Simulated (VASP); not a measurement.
Runs of VASP 6.6.1 on MgSnSb2. Symmetry: P-4m2, No. 115, tetragonal system. Conventional cell: a = 4.600 Å, b = 4.600 Å, c = 6.555 Å, α = 90.00°, β = 90.00°, γ = 90.00°. Mg (site symmetry -4m2) has 4 Sb at 2.80 Å within 3.7 Å. Within 3.7 Å of Sb (site symmetry 2mm) lie 2 Mg at 2.80 Å and 2 Sn at 2.85 Å. Sn (site symmetry -4m2) has 4 Sb at 2.85 Å within 3.8 Å. 

```tsv
level	potentials or basis	spin	k mesh	cutoff (eV)	gap on the mesh (eV)	pressure (GPa)	largest force (eV/Å)
PBE	VASP PAW PBE potentials, release 64 (Mg, Sb, Sn_d)	non-collinear, zero start, SOC	4 × 4 × 2	600	-	(a)	0.10
PBEsol	VASP PAW PBE potentials, release 64 (Mg, Sb, Sn_d)	off	4 × 4 × 4	600	none	(c)	-
PBE	VASP PAW PBE potentials, release 64 (Mg, Sb, Sn_d)	off	4 × 4 × 4	600	none	1.4	0.12
LDA	VASP PAW LDA potentials, release 64 (Mg, Sb, Sn_d)	off	4 × 4 × 2	600	none	-1.3	-
r2SCAN	VASP PAW PBE potentials, release 64 (Mg, Sb, Sn_d)	off	4 × 4 × 4	660	none	0.2	(b)
```

Alike in all rows: task single point; cell as given; smearing fermi-dirac 0.02 eV.

Task: Estimate the missing entries.

Result: (a) 1.6; (b) 0.01; (c) -0.2.

Caveats: some runs use coarse meshes; spin-orbit coupling is left out, which moves the levels of the heavy elements (some runs); the PAW data sets were made with another functional, which shifts forces and pressure a little (some runs).

A k mesh can miss the band edges, and rows without SOC leave out spin-orbit coupling on Sb, Sn.

A gap of «none» marks levels without a gap at the run's occupations.
